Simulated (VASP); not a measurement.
PbS:

```xyz
2
Lattice="0.0000 2.9680 2.9680 2.9680 0.0000 2.9680 2.9680 2.9680 0.0000" Properties=species:S:1:pos:R:3 pbc="T T T"
Pb    0.0000    0.0000    0.0000
S     2.9680    2.9680    2.9680
```

Base run:

```yaml
Program: VASP 6.6.1
Functional: r2SCAN
Potentials_or_basis: VASP PAW PBE potentials, release 64 (Pb_d, S)
Cutoff: 520 eV
k_mesh: 10 × 10 × 10
Occupations: gaussian, width 0.03 eV
Spin: non-collinear spin, zero start, spin-orbit coupling
Starting_moments: "[[0.0, 0.0, 0.0], [0.0, 0.0, 0.0]] μB"
```

Its results: pressure 0.9 GPa; net moment 0.00 μB per cell.

**Question.** The run is repeated on the same cell with these changes: functional from r2SCAN to PBE; further incar settings from ALGO = Normal; EDIFF = 1e-07; NBANDS = 32 to ALGO = Normal; EDIFF = 1e-06; NBANDS = 32. What comes out?

**Answer.** Pressure 1.8 GPa; net moment 0.00 μB per cell.

Caveats: the PAW data sets were made with another functional, which shifts forces and pressure a little (at least some runs).
